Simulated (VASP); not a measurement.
Hf: relaxation of cell and atoms with PBEsol

Crystal: Hf.

```
CELL_PARAMETERS angstrom
-2.40105 2.40105 1.31957
2.40105 -2.40105 1.31957
2.40105 2.40105 -1.31957
ATOMIC_POSITIONS crystal
Hf 0.62500 0.87500 0.75000
Hf 0.37500 0.12500 0.25000
```

```
Program                : VASP 6.6.1
Task                   : relaxation of cell and atoms
Functional             : PBEsol
Potentials or basis    : VASP PAW PBE potentials, release 64 (Hf_pv)
Cutoff                 : 600 eV
k mesh                 : 16 × 16 × 16
Occupations            : fermi-dirac, width 0.1 eV
Spin                   : no spin polarisation
Target pressure        : 71 GPa
Dipole correction      : no
Further INCAR settings : ALGO = Normal; EDIFF = 1e-06; IBRION = 2; EDIFFG = -0.005; NSW = 32; ISIF = 3
```

| Item | Value |
| --- | --- |
| Relaxed volume | 15.16 Å³/atom |
| Relaxed cell | a = 3.637 Å, b = 3.637 Å, c = 3.637 Å, α = 97.56°, β = 97.56°, γ = 137.46° |
| Space group after relaxing (to 0.1 Å) | I4_1/amd (No. 141) |
| Energy change on relaxing (the run minimises the enthalpy) | +24.1 meV/atom |
| Ionic steps | 5 |
| Pressure after relaxing | 71.0 GPa |
| Band gap on the k mesh | zero (bands 10 and 11 overlap by 1.67 eV) |

The path:
| step | energy change (eV) | largest force (eV/Å) | pressure (GPa) | volume (Å³) |
| --- | --- | --- | --- | --- |
| 1 | 0.0000 | 0.0000 | 69.83 | 30.43 |
| 2 | 0.2205 | 0.0000 | 75.16 | 29.94 |
| 3 | 0.0500 | 0.0000 | 71.05 | 30.32 |
| 4 | 0.0477 | 0.0000 | 70.98 | 30.32 |
| 5 | 0.0483 | 0.0000 | 70.99 | 30.32 |

Final structure:
```
Hf
1.0
    -2.39668    2.39668    1.31959
     2.39668   -2.39668    1.31959
     2.39668    2.39668   -1.31959
Hf
2
Direct
  0.62500 0.87500 0.75000
  0.37500 0.12500 0.25000
```

Levels at points of the mesh, in eV from the Fermi level:
```
           k point  band 6  band 7  band 8  band 9  band 10  band 11  band 12  band 13  band 14
(0.00, 0.00, 0.00)  -28.28   -7.66   -5.45   -1.99    -1.51    -0.09     4.78     4.78     5.17
(0.50, 0.00, 0.00)  -28.16   -4.07   -3.97   -1.74    -0.18     1.97     2.90     2.96     4.93
(0.50, 0.50, 0.00)  -28.21   -3.74   -3.74   -1.01    -1.01     1.80     1.80     3.58     3.58
(0.50, 0.50, 0.50)  -27.90   -3.65   -3.65    0.11     0.11     1.87     1.87     4.48     4.48
```

Wall time 17 min on 1 thread of Intel Xeon 8259CL (shared host), peak memory 0.31 GiB.

Caveat: the cell is relaxed towards a set pressure, so the run minimises the enthalpy, not the energy; the PAW data sets were made with another functional, which shifts forces and pressure a little; spin-orbit coupling is left out, which moves the levels of the heavy elements.
